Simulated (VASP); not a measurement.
# Al4N5: single point with PBE

System: Al4N5, a slab with vacuum.

```xyz
9
Lattice="3.1298 0.0000 0.0000 0.0000 5.0173 0.0000 0.0000 0.0000 19.0620" Properties=species:S:1:pos:R:3 pbc="T T T"
Al    0.0000    5.0086    4.0000
Al    1.5649    2.5000    4.9035
Al    1.5649    4.9748    6.8185
Al    0.0000    2.3202    7.3734
N     0.0000    3.0943    4.0000
N     1.5649    0.5857    4.9035
N     1.5649    3.0825    6.7939
N     0.0000    0.5581    7.5620
N     0.0000    3.9029    8.7457
```

| Quantity | Value |
| --- | --- |
| Program | VASP 6.6.1 |
| Task | single point |
| Functional | PBE |
| Potentials or basis | VASP PAW PBE potentials, release 64 (Al, N) |
| Cutoff | 640 eV |
| k mesh | 9 × 6 × 1 |
| Occupations | gaussian, width 0.05 eV |
| Spin | collinear spin |
| Starting moments | [0.0, 0.0, 0.0, 0.0, 0.0, 0.0, 0.0, 0.0, 3.0] μB |

```
Largest force                                         : 4.050 eV/Å
Band gap on the k mesh                                : 0.47 eV (least direct gap 0.51 eV)
Net moment                                            : 1.00 μB per cell
Site moments                                          : Al -0.00, +0.01, +0.00, -0.01; N +0.01, -0.00, +0.05, -0.09, +0.72 μB
Valence electrons inside the program's atomic spheres : Al 0.75, 0.79, 0.80, 0.84; N 3.70, 3.79, 3.85, 3.78, 3.36
```

Forces on the atoms (eV/Å):
```
Al   0.000 -1.753  2.108
Al   0.000  1.114 -1.725
Al   0.000 -1.315 -0.720
Al   0.000  3.331  2.303
N    0.000  0.773  0.555
N    0.000  0.161 -0.652
N    0.000 -1.168 -2.371
N    0.000 -2.225  0.477
N    0.000  1.082  0.026
```

Levels at points of the mesh, in eV from the valence-band top:
Spin up:
| k point | band 16 | band 17 | band 18 | band 19 | band 20 | band 21 | band 22 | band 23 |
| --- | --- | --- | --- | --- | --- | --- | --- | --- |
| (0.00, 0.00, 0.00) | -1.28 | -0.88 | -0.75 | -0.57 | 0.48 | 0.88 | 3.90 | 4.34 |
| (0.00, 0.50, 0.00) | -1.37 | -1.10 | -0.67 | -0.57 | 0.61 | 1.10 | 4.42 | 4.59 |
Spin down:
```tsv
k point	band 15	band 16	band 17	band 18	band 19	band 20	band 21	band 22
(0.00, 0.00, 0.00)	-1.92	-1.14	-0.87	-0.06	0.64	1.23	2.11	3.91
(0.00, 0.50, 0.00)	-2.51	-1.26	-1.07	-0.07	0.95	1.40	2.13	4.38
```

It took 11 min on 4 MPI ranks on Intel(R) Xeon(R) Platinum 8488C (Sapphire Rapids), on a shared host, peak memory 0.86 GiB a rank.
